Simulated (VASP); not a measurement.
AlNi2: single point with r2SCAN

Crystal: AlNi2.

```
CELL_PARAMETERS angstrom
3.97400 0.00000 0.00000
-1.98700 3.44159 0.00000
0.00000 0.00000 4.90426
ATOMIC_POSITIONS crystal
Al 0.33333 0.66667 0.18987
Al 0.66667 0.33333 0.81013
Ni 0.33333 0.66667 0.68511
Ni 0.66667 0.33333 0.31489
Ni 0.00000 0.00000 0.50000
Ni 0.00000 0.00000 0.00000
```

```json
{
 "Program": "VASP 6.6.1",
 "Task": "single point",
 "Functional": "r2SCAN",
 "Potentials or basis": "VASP PAW PBE potentials, release 64 (Al, Ni)",
 "Cutoff": "520 eV",
 "k mesh": "12 × 12 × 8",
 "Occupations": "methfessel-paxton, width 0.5 eV",
 "Spin": "no spin polarisation"
}
```

```json
{
  "Pressure": "0.3 GPa",
  "Largest force": "0.024 eV/Å",
  "Band gap on the k mesh": "zero (bands 23 and 24 overlap by 4.39 eV)"
}
```

Forces on the atoms (eV/Å):
```
Al   0.000  0.000  0.024
Al   0.000  0.000 -0.024
Ni   0.000  0.000 -0.012
Ni   0.000  0.000  0.012
Ni   0.000  0.000  0.000
Ni   0.000  0.000  0.000
```

Stress tensor (GPa, compression positive):
```
0.45 0.00 0.00
0.00 0.45 0.00
0.00 0.00 0.08
```

Levels at points of the mesh, in eV from the Fermi level:
```csv
k point,band 19,band 20,band 21,band 22,band 23,band 24,band 25,band 26,band 27,band 28
"(0.00, 0.00, 0.00)",-0.70,-0.70,-0.52,-0.52,0.75,3.25,3.25,3.99,3.99,5.36
"(0.50, 0.00, 0.00)",-1.04,-0.80,-0.72,-0.65,-0.52,-0.28,1.05,1.86,3.62,4.12
"(0.00, 0.00, 0.50)",-0.74,-0.74,-0.73,-0.73,4.06,4.17,4.17,4.44,4.44,5.39
"(0.50, 0.00, 0.50)",-1.26,-0.94,-0.78,-0.68,-0.34,-0.25,1.76,1.86,3.58,5.10
```

Wall time 48 min on 1 thread of Oxide Virtual Turin-like Processor, with other jobs on the host, peak memory 0.31 GiB.

Caveat: the PAW data sets were made with another functional, which shifts forces and pressure a little. Spin polarisation is off, so any magnetic state and its effect on volume and gap are missing.
